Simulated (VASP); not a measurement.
Set up this calculation in VASP 6.6.1, as the native input.

- Task: single point
- Functional: PBE
- Potentials or basis: VASP PAW PBE potentials, release 64 (La, O)
- Cutoff: 520 eV
- k mesh: 4 × 4 × 4
- Occupations: gaussian, width 0.1 eV
- Spin: no spin polarisation
- Dipole correction: no
- Further INCAR settings: ALGO = Normal; EDIFF = 1e-07; NBANDS = 26

The structure of LaO4 lies in POSCAR:

```
LaO4
1.0
    4.0746977484      0.0000000000      0.0000000000
    0.0000000000      4.0746977484      0.0000000000
    0.0000000000      0.0000000000      6.6389695828
La O
1 4
Direct
    0.5000000000      0.5000000000      0.0000000000
    0.5000000000      0.5000000000      0.4083550835
    0.5000000000      0.5000000000      0.5916449165
    0.0000000000      0.5000000000      0.8479396180
    0.5000000000      0.0000000000      0.1520603820
```

The cell was generated, and may not be a known phase.

These files were run (other wordings do the same):

INCAR

```
SYSTEM = LaO4
ALGO     = Normal         ! electronic algorithm
EDIFF    = 1E-7           ! SCF threshold, eV
ENCUT    = 520            ! plane-wave cutoff, eV
GGA      = PE             ! functional
ISIF     = 2              ! what is computed and relaxed
ISMEAR   = 0              ! smearing method
LASPH    = .True.         ! aspherical terms in the spheres
LCHARG   = .False.        ! write CHGCAR
LREAL    = .False.        ! projectors in reciprocal space
LWAVE    = .False.        ! write WAVECAR
NBANDS   = 26             ! bands
NELM     = 60             ! most SCF steps
PREC     = Accurate       ! precision mode
SIGMA    = 0.1            ! smearing width, eV
```

KPOINTS

```
k-points
0
Gamma
  4 4 4
  0 0 0
```

Potentials or basis: VASP PAW PBE potentials, release 64 (La, O).

Launch:

```sh
$ cat potpaw_PBE.64/La/POTCAR potpaw_PBE.64/O/POTCAR > POTCAR
$ mpirun -np 1 vasp_std > vasp.out
```

Results of the run:

| Item | Value |
| --- | --- |
| Pressure | 0.5 GPa |
| Largest force | 1.194 eV/Å |
| Band gap on the k mesh | zero (an odd number of electrons rules out a gap without spin polarisation) |

Caveat: the k points lie up to 0.39 Å⁻¹ apart, too coarse for converged energies and pressures of a metal; the standard files for N, O and F lose accuracy on very short bonds; spin-orbit coupling is left out, which moves the levels of the heavy elements; an odd number of electrons without spin polarisation forces a metal; a magnetic or distorted state may lie lower.

Run time: 83 s on 1 thread of Intel Xeon 8259CL (shared host), peak memory 0.23 GiB.
